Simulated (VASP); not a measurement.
Write the native input for VASP 6.6.1 that does the following.

* Task: single point
* Functional: PBE
* Potentials or basis: VASP PAW PBE potentials, release 64 (Cd, O)
* Cutoff: 600 eV
* k mesh: 8 × 8 × 8
* Occupations: gaussian, width 0.05 eV
* Spin: no spin polarisation
* Dipole correction: no
* Further INCAR settings: ALGO = Normal; EDIFF = 1e-06; NBANDS = 16

The structure of CdO lies in POSCAR:

```
CdO
1.0
    0.0000000000      2.3481500455      2.3481500455
    2.3481500455      0.0000000000      2.3481500455
    2.3481500455      2.3481500455      0.0000000000
Cd O
1 1
Direct
    0.0000000000      0.0000000000      0.0000000000
    0.5000000000      0.5000000000      0.5000000000
```

One way to write it, as run:

INCAR

```
SYSTEM = CdO
PREC = Accurate
ENCUT = 600
EDIFF = 1E-6
ISMEAR = 0
SIGMA = 0.05
LREAL = .False.
LASPH = .True.
NELM = 120
ALGO = Normal
ISIF = 2
LWAVE = .False.
LCHARG = .False.
GGA = PE
NBANDS = 16
GGA_COMPAT = .False.
```

KPOINTS

```
Automatic mesh
0
Gamma
  8 8 8
  0 0 0
```

Potentials or basis: VASP PAW PBE potentials, release 64 (Cd, O).

The run is started by

```bash
$ cat potpaw_PBE.64/Cd/POTCAR potpaw_PBE.64/O/POTCAR > POTCAR
$ mpirun -np 1 vasp_std > vasp.out
```

It gave:

```
Pressure               : 7.6 GPa
Band gap on the k mesh : zero (band 9 reaches 2.05 eV, above the bottom of band 10 at 1.63 eV)
```

Run time: 25 s on 1 thread of Intel Xeon 8259CL, on a shared host, peak memory 0.16 GiB.
